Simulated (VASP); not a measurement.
A run of VASP 6.6.1 is set up as follows.

The input POSCAR:

```
TiZn3
1.0
    3.9322000000      0.0000000000      0.0000000000
    0.0000000000      3.9322000000      0.0000000000
    0.0000000000      0.0000000000      4.1288100000
Ti Zn
1 3
Direct
    0.0000000000      0.0000000000      0.0000000000
    0.0000000000      0.5000000000      0.5000000000
    0.5000000000      0.0000000000      0.5000000000
    0.5000000000      0.5000000000      0.0000000000
```

INCAR.step1

```
SYSTEM = TiZn3
PREC = Accurate ; ENCUT = 520
ISMEAR = -1 ; SIGMA = 0.15
LREAL = .False. ; LASPH = .True.
NELM = 80 ; NBANDS = 32
GGA = PE ; ALGO = Normal
EDIFF = 1E-4 ; LWAVE = .True.
LCHARG = .False.
```

File INCAR.step2:

```
SYSTEM = TiZn3
PREC = Accurate ; ENCUT = 520
EDIFF = 1E-6 ; ISMEAR = -1
SIGMA = 0.15 ; LREAL = .False.
LASPH = .True. ; NELM = 80
ALGO = Normal ; ISIF = 2
LWAVE = .False. ; LCHARG = .True.
METAGGA = R2SCAN ; LMIXTAU = .True.
IVDW = 13 ; VDW_S6 = 1.0
VDW_S8 = 0.6018749 ; VDW_A1 = 0.51559235
VDW_A2 = 5.77342911 ; LELF = .True.
LVHAR = .True. ; NBANDS = 32
ISTART = 1
```

File KPOINTS:

```
Automatic mesh
0
Gamma
  9 9 9
  0 0 0
```

Potentials or basis: VASP PAW PBE potentials, release 64 (Ti_sv, Zn).

Command:

```sh
$ cat potpaw_PBE.64/Ti_sv/POTCAR potpaw_PBE.64/Zn/POTCAR > POTCAR
$ cp INCAR.step1 INCAR
$ mpirun -np 1 vasp_std > vasp.out
$ cp INCAR.step2 INCAR
$ mpirun -np 1 vasp_std > vasp.out
```

(1) Predict the dispersion energy per atom.

(2) Estimate the pressure.

## Answers

(1) -0.099 eV.

(2) -8.5 GPa.

Caveat: the cell stands under tension; the PAW data sets were made with another functional, which shifts forces and pressure a little.
